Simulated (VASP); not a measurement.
The system is Rb.

```
CELL_PARAMETERS angstrom
5.08878 0.00000 0.00000
-2.54439 4.40701 0.00000
0.00000 0.00000 16.88373
ATOMIC_POSITIONS crystal
Rb 0.00000 0.00000 0.00000
Rb 0.33333 0.66667 0.75000
Rb 0.00000 0.00000 0.50000
Rb 0.66667 0.33333 0.25000
```

This isn't the form of Rb at room conditions, which is bcc.

```yaml
Program: VASP 6.6.1
Task: relaxation of cell and atoms
Functional: BLYP
Dispersion: D3(BJ)
Potentials_or_basis: VASP PAW PBE potentials, release 64 (Rb_sv)
Cutoff: 600 eV
k_mesh: 3 × 3 × 1, shifted
Occupations: methfessel-paxton, width 0.2 eV
Spin: no spin polarisation
```

At the start: pressure -0.3 GPa; volume 94.66 Å³/atom.

Q: How do energy, volume and symmetry change on relaxing?

A: Over 3 steps the energy falls by 14.0 meV/atom and the volume is 84.01 Å³/atom (-11.3 %); space group P6_3/mmc (No. 194, to 0.1 Å) before and after.

The path:
| step | energy change (eV) | largest force (eV/Å) | pressure (GPa) | volume (Å³) |
| --- | --- | --- | --- | --- |
| 1 | 0.0000 | 0.0000 | -0.34 | 378.64 |
| 2 | -0.0213 | 0.0002 | -0.28 | 367.67 |
| 3 | -0.0559 | 0.0003 | -0.06 | 336.03 |

Final structure:
```
CELL_PARAMETERS angstrom
4.89020 0.00000 0.00000
-2.44510 4.23503 0.00000
0.00000 0.00000 16.22518
ATOMIC_POSITIONS crystal
Rb 0.00000 0.00000 0.00000
Rb 0.33333 0.66667 0.75000
Rb 0.00000 0.00000 0.50000
Rb 0.66667 0.33333 0.25000
```

Caveat: the k points lie up to 0.49 Å⁻¹ apart in the final cell; the PAW data sets were made with another functional, which shifts forces and pressure a little.
